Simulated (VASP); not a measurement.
A run of VASP 6.6.1 is set up as follows.

The input INCAR:

```
SYSTEM = Sb
AGGAC    = 1.0          
AGGAX    = 1.0          
ALDAC    = 0.0          
ALDAX    = 1.0          
ALGO     = Normal         ! electronic algorithm
EDIFF    = 1E-6           ! SCF threshold, eV
ENCUT    = 500            ! plane-wave cutoff, eV
GGA      = B5             ! functional
GGA_COMPAT= .False.      
ISIF     = 2              ! what is computed and relaxed
ISMEAR   = -1             ! smearing method
LASPH    = .True.         ! aspherical terms in the spheres
LCHARG   = .False.        ! write CHGCAR
LREAL    = .False.        ! projectors in reciprocal space
LWAVE    = .False.        ! write WAVECAR
NBANDS   = 8              ! bands
NELM     = 120            ! most SCF steps
PREC     = Accurate       ! precision mode
SIGMA    = 0.1            ! smearing width, eV
```

The input KPOINTS:

```
k-points
0
Gamma
  11 11 11
  0 0 0
```

POSCAR

```
Sb
1.0
    3.1891272082      0.0000000000      0.0000000000
    0.0000000000      3.1891272082      0.0000000000
    0.0000000000      0.0000000000      3.1891272082
Sb
1
Direct
    0.0000000000      0.0000000000      0.0000000000
```

Potentials or basis: VASP PAW PBE potentials, release 64 (Sb).

Launch:

```bash
$ cat potpaw_PBE.64/Sb/POTCAR > POTCAR
$ mpirun -np 1 vasp_std > vasp.out
```

Problem. Estimate the pressure.

Solution. 0.7 GPa.

Caveat: the PAW data sets were made with another functional, which shifts forces and pressure a little.
